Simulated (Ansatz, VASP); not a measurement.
## Two plane-wave programs on ZnAu

```
CELL_PARAMETERS angstrom
3.07607 0.00000 0.00000
0.00000 3.07607 0.00000
0.00000 0.00000 3.07607
ATOMIC_POSITIONS crystal
Zn 0.50000 0.50000 0.50000
Au 0.00000 0.00000 0.00000
```

Alike in both runs: task single point; functional PBE; k mesh 14 × 14 × 14; occupations gaussian, width 0.1 eV; no spin polarisation.

```csv
,VASP,Ansatz
version,VASP 6.6.1,Ansatz 0.2.0
potentials or method,"VASP PAW PBE potentials, release 64 (Zn, Au), cutoff 520 eV","scalar-relativistic, plane waves, PAW"
valence electrons in the cell,23,31
```

|  | VASP | Ansatz | Ansatz less VASP |
| --- | --- | --- | --- |
| gap on the k mesh at the Fermi level (eV) | none | none | - |
| pressure (GPa) | 16.6 | 16.5 | -0.10 |

A gap of «none» marks a metal or a gap that the smearing closes. The functional is the same, so the differences come from potentials, cutoffs and numerics. VASP's potentials hold 23 valence electrons a cell and Ansatz's 31, so a difference there can come from the potentials and not from the codes.

Spin-orbit coupling is off throughout.
